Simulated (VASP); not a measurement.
# Si in VASP: further runs, part 2 of 2

VASP 6.6.1. The steps go on from the part before.

## Step 3: Single point, LDA (zz strain of -1 %)

INCAR

```
PREC = Accurate
ENCUT = 520
EDIFF = 1E-7
ISMEAR = -1
SIGMA = 0.05
LREAL = F
LASPH = T
NELM = 80
ALGO = Normal
ISIF = 2
LWAVE = F
LCHARG = F
GGA = CA
NBANDS = 11
```

KPOINTS

```
Automatic mesh
0
Gamma
  16 16 16
```

POSCAR

```
Si
1.0
   -2.2510000000      2.3685000000      1.2622500000
    2.2510000000     -2.3685000000      1.2622500000
    2.2510000000      2.3685000000     -1.2622500000
Si
2
Direct
    0.8070000000      0.5570000000      0.2500000000
    0.1930000000      0.4430000000      0.7500000000
```

Potentials or basis: VASP PAW LDA potentials, release 64 (Si).

On the command line:

```
> cat potpaw_LDA.64/Si/POTCAR > POTCAR
> mpirun -np 1 vasp_std > vasp.out
```

Run time: 66 s. Hardware: 1 thread of Intel Xeon 6975P-C (Granite Rapids), shared host; peak memory 0.23 GiB.

The run converged. Its results:

```
Free energy            : -11.3990 eV
Pressure               : 12.6 GPa
Largest force          : 0.004 eV/Å
Band gap on the k mesh : zero (bands 4 and 5 overlap by 7.35 eV)
```

Forces on the atoms (eV/Å):
```
Si   0.000  0.000  0.004
Si   0.000  0.000 -0.004
```

Stress tensor (GPa, compression positive):
```
11.74  0.00  0.00
 0.00 13.18  0.00
 0.00  0.00 12.75
```

Levels at points of the mesh, in eV from the Fermi level:
| k point | band 1 | band 2 | band 3 | band 4 | band 5 | band 6 | band 7 | band 8 |
| --- | --- | --- | --- | --- | --- | --- | --- | --- |
| (0.00, 0.00, 0.00) | -14.85 | -3.06 | -2.54 | -1.82 | 1.04 | 7.77 | 8.99 | 10.16 |
| (0.50, 0.00, 0.00) | -7.89 | -7.61 | -1.82 | -1.32 | -1.31 | 0.06 | 4.86 | 5.21 |
| (0.00, 0.50, 0.00) | -7.80 | -7.31 | -2.87 | -2.13 | -1.40 | 1.09 | 5.16 | 6.25 |
| (0.50, 0.50, 0.00) | -11.51 | -11.51 | 0.07 | 0.07 | 2.82 | 2.82 | 8.95 | 8.95 |
| (0.50, 0.50, 0.50) | -9.30 | -8.26 | -7.73 | -7.45 | 6.04 | 6.74 | 14.01 | 14.72 |

Caveat: the cell differs from its parent crystal (zz strain of -1 %); the cell stands under pressure.

## Step 4: Single point, LDA (zz strain of +1 %)

INCAR

```
SYSTEM = Si
PREC = Accurate
ENCUT = 520
EDIFF = 1E-6
ISMEAR = -1
SIGMA = 0.05
LREAL = .FALSE.
LASPH = .TRUE.
NELM = 60
ALGO = Normal
ISIF = 2
LWAVE = .FALSE.
LCHARG = .FALSE.
GGA = CA
NBANDS = 11
```

KPOINTS

```
regular mesh
0
G
  16 16 16
  0 0 0
```

POSCAR

```
Si
1.0
   -2.2510000000      2.3685000000      1.2877500000
    2.2510000000     -2.3685000000      1.2877500000
    2.2510000000      2.3685000000     -1.2877500000
Si
2
Direct
    0.8070000000      0.5570000000      0.2500000000
    0.1930000000      0.4430000000      0.7500000000
```

On the command line:

```
> cat potpaw_LDA.64/Si/POTCAR > POTCAR
> mpirun -np 1 vasp_std > vasp.out
```

Wall time 63 s (1 thread of Intel Xeon 6975P-C (Granite Rapids), shared host); peak memory 0.25 GiB.

The run converged. Its results:

```
Free energy            : -11.4341 eV
Pressure               : 9.5 GPa
Largest force          : 0.027 eV/Å
Band gap on the k mesh : zero (bands 4 and 5 overlap by 7.46 eV)
```

Forces in eV/Å, atoms in the order of the input:
```
Si   0.000  0.000  0.027
Si   0.000  0.000 -0.027
```

Stress tensor (GPa, compression positive):
```
 8.61  0.00  0.00
 0.00 11.78  0.00
 0.00  0.00  8.01
```

Levels at points of the mesh, in eV from the Fermi level:
| k point | band 2 | band 3 | band 4 | band 5 | band 6 | band 7 |
| --- | --- | --- | --- | --- | --- | --- |
| (0.00, 0.00, 0.00) | -2.84 | -2.39 | -1.56 | 1.22 | 7.78 | 9.13 |
| (0.50, 0.00, 0.00) | -7.58 | -1.75 | -1.36 | -1.31 | 0.09 | 4.80 |
| (0.00, 0.50, 0.00) | -7.22 | -2.74 | -2.23 | -1.49 | 1.15 | 5.15 |
| (0.50, 0.50, 0.00) | -11.31 | 0.24 | 0.24 | 3.04 | 3.04 | 8.32 |
| (0.50, 0.50, 0.50) | -8.05 | -7.55 | -7.25 | 5.41 | 6.34 | 14.11 |

Caveat: the cell differs from its parent crystal (zz strain of +1 %); the cell stands under pressure.

## Step 5: Single point, LDA (equal xy, yz and zx shear strains of +3 %)

INCAR

```
ALGO     = Normal         # electronic algorithm
EDIFF    = 1E-6           # SCF threshold, eV
ENCUT    = 520            # plane-wave cutoff, eV
ISIF     = 2              # what is computed and relaxed
ISMEAR   = -1             # smearing method
LASPH    = True           # aspherical terms in the spheres
LCHARG   = True           # write CHGCAR
LELF     = True           # ELF
LREAL    = False          # projectors in reciprocal space
LVHAR    = True         
LWAVE    = False          # write WAVECAR
NBANDS   = 11             # bands
NELM     = 80             # most SCF steps
PREC     = Accurate       # precision mode
SIGMA    = 0.05           # smearing width, eV
```

KPOINTS

```
k-points
0
Gamma
  16 16 16
```

POSCAR

```
Si
1.0
   -2.1963475000      2.3538600000      1.2767625000
    2.2345975000     -2.3156100000      1.2732375000
    2.2674025000      2.3831400000     -1.2057075000
Si
2
Direct
    0.8070000000      0.5570000000      0.2500000000
    0.1930000000      0.4430000000      0.7500000000
```

Potentials or basis: VASP PAW LDA potentials, release 64 (Si).

On the command line:

```
> cat potpaw_LDA.64/Si/POTCAR > POTCAR
> mpirun -np 1 vasp_std > vasp.out
```

OUTCAR:

```text
EDIFF = 1E-6
   ENCUT = 520
   ISIF = 2
   ISMEAR = -1
   LASPH = True
   LREAL = False
   NELM = 80
   PREC = Accurate

 ion  position               nearest neighbor table
   1  0.807  0.557  0.250-   2 2.38   2 2.40   2 2.43   2 2.48   2 2.70   2 2.78
   2  0.193  0.443  0.750-   1 2.38   1 2.40   1 2.43   1 2.48   1 2.70   1 2.78

  LATTYP: Found a triclinic cell.
 ALAT       =     2.5505736855
 B/A-ratio  =     1.9612717319
 C/A-ratio  =     2.0551475642
 COS(alpha) =     0.0179776884
 COS(beta)  =     0.5125364025
 COS(gamma) =     0.7655196726

  Lattice vectors:
[... 516 lines left out ...]
      7      18.4877      0.00000
      8      20.1637      0.00000
      9      20.4262      0.00000
     10      21.8494      0.00000
     11      23.2451      0.00000

 [... further k-points ...]
[... 5 lines left out ...]
  --------------------------------------------------------------------------------------
  -------------------------------------------------------------------------------------
  Total        1.7303420      2.1613615      1.6881040     -0.3641633     -0.3714716     -0.1995256
  in kB      102.0266903    127.4410214     99.5361973    -21.4722712    -21.9031914    -11.7646916
  external PRESSURE =     109.6679697 kB  Pullay stress =       0.0000000 kB

 VOLUME and BASIS-vectors are now :
 -----------------------------------------------------------------------------
  energy-cutoff  :      520.00
  volume of cell :       27.17
      direct lattice vectors                 reciprocal lattice vectors
    -2.196347500  2.353860000  1.276762500    -0.008919141  0.205399717  0.389209654
     2.234597500 -2.315610000  1.273237500     0.216424031 -0.009082061  0.389046733
     2.267402500  2.383140000 -1.205707500     0.219100874  0.207913639 -0.006405218

 POSITION                                       TOTAL-FORCE (eV/Angst)
 -----------------------------------------------------------------------------------
      0.03907      1.20556      1.43811         0.088095     -0.033380      0.007962
      2.26658      1.21583     -0.09382        -0.088095      0.033380     -0.007962
 -----------------------------------------------------------------------------------
    total drift:                                0.000000     -0.000000     -0.000000

  FREE ENERGIE OF THE ION-ELECTRON SYSTEM (eV)
  ---------------------------------------------------
  free  energy   TOTEN  =       -11.4031997746 eV

  energy  without entropy=      -11.3973586737  energy(sigma->0) =      -11.40027922
```

Run time: 7.1 min. Hardware: 1 thread of Intel Xeon 6975P-C (Granite Rapids), shared host; peak memory 0.54 GiB.

What came out:

```yaml
Free_energy: -11.4032 eV
Pressure: 11.0 GPa
Largest_force: 0.095 eV/Å
Band_gap_on_the_k_mesh: zero (bands 4 and 5 overlap by 7.50 eV)
```

Forces in eV/Å, atoms in the order of the input:
```
Si   0.088 -0.033  0.008
Si  -0.088  0.033 -0.008
```

Stress tensor (GPa, compression positive):
```
10.20 -2.15 -1.18
-2.15 12.74 -2.19
-1.18 -2.19  9.95
```

Levels at points of the mesh, in eV from the Fermi level:
| k point | band 1 | band 2 | band 3 | band 4 | band 5 | band 6 | band 7 | band 8 |
| --- | --- | --- | --- | --- | --- | --- | --- | --- |
| (0.00, 0.00, 0.00) | -14.76 | -3.12 | -2.28 | -1.73 | 1.18 | 7.80 | 9.07 | 9.88 |
| (0.50, 0.00, 0.00) | -8.10 | -7.74 | -1.67 | -1.14 | -1.11 | 0.23 | 5.33 | 5.59 |
| (0.00, 0.50, 0.00) | -8.10 | -7.37 | -2.73 | -1.96 | -1.15 | 1.23 | 5.72 | 6.59 |
| (0.50, 0.50, 0.00) | -11.33 | -11.31 | -0.09 | -0.07 | 2.62 | 2.68 | 8.17 | 8.63 |
| (0.00, 0.00, 0.50) | -11.52 | -11.51 | 0.40 | 0.41 | 3.19 | 3.24 | 8.67 | 8.78 |
| (0.50, 0.00, 0.50) | -7.61 | -7.17 | -3.16 | -2.09 | -1.83 | 1.12 | 4.62 | 5.93 |
| (0.00, 0.50, 0.50) | -7.73 | -7.46 | -2.23 | -1.66 | -1.19 | 0.09 | 4.36 | 4.79 |
| (0.50, 0.50, 0.50) | -9.18 | -8.15 | -7.64 | -7.36 | 5.74 | 6.55 | 13.96 | 14.30 |

Caveat: the cell differs from its parent crystal (equal xy, yz and zx shear strains of +3 %); the cell stands under pressure.

## Step 6: The runs side by side

```tsv
cell	gap on the mesh (eV)	pressure (GPa)	largest force (eV/Å)
a = 3.477 Å, angles 100.3, 95.2, 137.0°, 2 atoms	none	14.5	-
a = 3.503 Å, angles 100.0, 94.9, 137.8°, 2 atoms	none	12.6	-
a = 3.512 Å, angles 100.3, 95.2, 137.0°, 2 atoms	none	9.5	0.03
a = 3.463, b = 3.461, c = 3.503 Å, angles 99.4, 94.3, 136.8°, 2 atoms	none	11.0	0.09
```

Alike in all rows: task single point; level LDA; potentials or basis VASP PAW LDA potentials, release 64 (Si); no spin polarisation; k mesh 16 × 16 × 16; cutoff (eV) 520; smearing fermi-dirac 0.05 eV.

Caveats: the cell stands under pressure.

Absolute energies hang on the potentials; compare differences alone.
